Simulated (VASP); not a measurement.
Write the native input for VASP 6.6.1 that does the following.

| Property | Result |
| --- | --- |
| Task | single point |
| Functional | r2SCAN |
| Potentials or basis | VASP PAW PBE potentials, release 64 (C) |
| Cutoff | 520 eV |
| k mesh | 10 × 10 × 2 |
| Occupations | gaussian, width 0.05 eV |
| Spin | no spin polarisation |
| Dipole correction | no |
| Further INCAR settings | ALGO = Normal; EDIFF = 1e-07; NBANDS = 36 |

C:

```xyz
12
Lattice="1.7834 -1.7834 0.0000 1.7834 0.0000 -1.7834 7.3119 6.9553 7.1336" Properties=species:S:1:pos:R:3 pbc="T T T"
C     4.3101    0.7433    0.7433
C     0.7433    0.7433    0.7433
C     4.3101    2.5267    2.5267
C     7.8769    4.3101    4.3101
C     7.8769    2.5267    2.5267
C     7.8769    6.0935    6.0935
C     5.2018    1.6350    1.6350
C     5.2018   -0.1484   -0.1484
C     5.2018    3.4184    3.4184
C     8.7686    5.2018    5.2018
C     5.2018    5.2018    5.2018
C     1.6350   -0.1484   -0.1484
```

One way to write it, as run:

POSCAR

```
C
1.0
    1.7834000000     -1.7834000000      0.0000000000
    1.7834000000      0.0000000000     -1.7834000000
    7.3119400000      6.9552600000      7.1336000000
C
12
Direct
    0.6395800000      0.6666666667      0.2708666667
   -0.0104200000      0.0000000000      0.1042000000
    0.2895800000      0.3333333333      0.4375333333
    0.5895800000      0.6666666667      0.7708666667
    0.9395800000      1.0000000000      0.6042000000
    0.2395800000      0.3333333333      0.9375333333
    0.6270800000      0.6666666667      0.3958666667
    0.9770800000      1.0000000000      0.2292000000
    0.2770800000      0.3333333333      0.5625333333
    0.5770800000      0.6666666667      0.8958666667
   -0.0729200000      0.0000000000      0.7292000000
    0.3270800000      0.3333333333      0.0625333333
```

INCAR.step1

```
SYSTEM = C
  PREC = Accurate
  ENCUT = 520
  ISMEAR = 0
  SIGMA = 0.05
  LREAL = .FALSE.
  LASPH = .TRUE.
  NELM = 80
  NBANDS = 36
  GGA = PE
  ALGO = Normal
  EDIFF = 1E-4
  LWAVE = .TRUE.
  LCHARG = .FALSE.
```

INCAR.step2

```
SYSTEM = C
  PREC = Accurate
  ENCUT = 520
  EDIFF = 1E-7
  ISMEAR = 0
  SIGMA = 0.05
  LREAL = .FALSE.
  LASPH = .TRUE.
  NELM = 80
  ALGO = Normal
  ISIF = 2
  LWAVE = .FALSE.
  LCHARG = .TRUE.
  METAGGA = R2SCAN
  LMIXTAU = .TRUE.
  LELF = .TRUE.
  LVHAR = .TRUE.
  NBANDS = 36
  ISTART = 1
```

KPOINTS

```
regular mesh
0
G
  10 10 2
  0 0 0
```

Potentials or basis: VASP PAW PBE potentials, release 64 (C).

The run is started by

```console
$ cat potpaw_PBE.64/C/POTCAR > POTCAR
$ cp INCAR.step1 INCAR
$ mpirun -np 1 vasp_std > vasp.out
$ cp INCAR.step2 INCAR
$ mpirun -np 1 vasp_std > vasp.out
```

It gave:

| Quantity | Value |
| --- | --- |
| Pressure | -1.3 GPa |
| Largest force | 1.956 eV/Å |
| Band gap on the k mesh | 3.82 eV |

Caveat: the PAW data sets were made with another functional, which shifts forces and pressure a little.

It took 19 min on 1 thread of Oxide Virtual Turin-like Processor, with other jobs on the host, peak memory 0.26 GiB.
